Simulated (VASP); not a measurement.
A run of VASP 6.6.1 is set up as follows.

File INCAR:

```
SYSTEM = ScAlN2
ALGO = Normal
EDIFF = 1E-7
ENCUT = 520
GGA = PE
ISIF = 2
ISMEAR = 0
LASPH = .True.
LCHARG = .False.
LREAL = .False.
LWAVE = .False.
NBANDS = 20
NELM = 100
PREC = Accurate
SIGMA = 0.02
```

File KPOINTS:

```
k-points
0
Gamma
  12 12 12
  0 0 0
```

File POSCAR:

```
ScAlN2
1.0
    2.1977614317      1.2688781543      2.6131486004
   -2.1977614317      1.2688781543      2.6131486004
    0.0000000000     -2.5377563085      2.6131486004
Sc Al N
1 1 2
Direct
    0.5000000000      0.5000000000      0.5000000000
    0.0000000000      0.0000000000      0.0000000000
    0.2347967987      0.2347967987      0.2347967987
    0.7652032013      0.7652032013      0.7652032013
```

Potentials or basis: VASP PAW PBE potentials, release 64 (Sc_sv, Al, N).

The run is started by

```bash
$ cat potpaw_PBE.64/Sc_sv/POTCAR potpaw_PBE.64/Al/POTCAR potpaw_PBE.64/N/POTCAR > POTCAR
$ mpirun -np 1 vasp_std > vasp.out
```

Task: Predict the largest force.

Result: 0.060 eV/Å.

Task: Predict the pressure.

Result: 0.5 GPa.

Stress tensor (GPa, compression positive):
```
0.19 0.00 0.00
0.00 0.19 0.00
0.00 0.00 0.99
```
